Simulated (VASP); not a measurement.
Set up this calculation in VASP 6.6.1, as the native input.

```yaml
Task: single point
Functional: LDA
Potentials_or_basis: VASP PAW LDA potentials, release 64 (B)
Cutoff: 520 eV
k_mesh: 19 × 19 × 19
Occupations: fermi-dirac, width 0.1 eV
Spin: no spin polarisation
Dipole_correction: no
Further_INCAR_settings: ALGO = Normal; EDIFF = 1e-06; NBANDS = 8
```

The structure of B lies in POSCAR:

```
B
1.0
    1.7857808778      0.0000000000      0.0000000000
    0.0000000000      1.7857808778      0.0000000000
    0.0000000000      0.0000000000      1.7857808778
B
1
Direct
    0.0000000000      0.0000000000      0.0000000000
```

This cell differs from its parent crystal: volume scaled by 0.88.

The input as run:

INCAR

```
PREC = Accurate
ENCUT = 520
EDIFF = 1E-6
ISMEAR = -1
SIGMA = 0.1
LREAL = F
LASPH = T
NELM = 60
ALGO = Normal
ISIF = 2
LWAVE = F
LCHARG = T
LELF = T
LVHAR = T
NBANDS = 8
```

KPOINTS

```
Automatic mesh
0
Gamma
  19 19 19
```

Potentials or basis: VASP PAW LDA potentials, release 64 (B).

Command:

```console
$ cat potpaw_LDA.64/B/POTCAR > POTCAR
$ mpirun -np 1 vasp_std > vasp.out
```

Results of the run:

```yaml
Pressure: 41.0 GPa
```

It took 3.9 s on 1 thread of Intel(R) Xeon(R) Platinum 8259CL CPU @ 2.50GHz (Skylake/Cascade Lake), with other jobs on the host, peak memory 0.11 GiB.
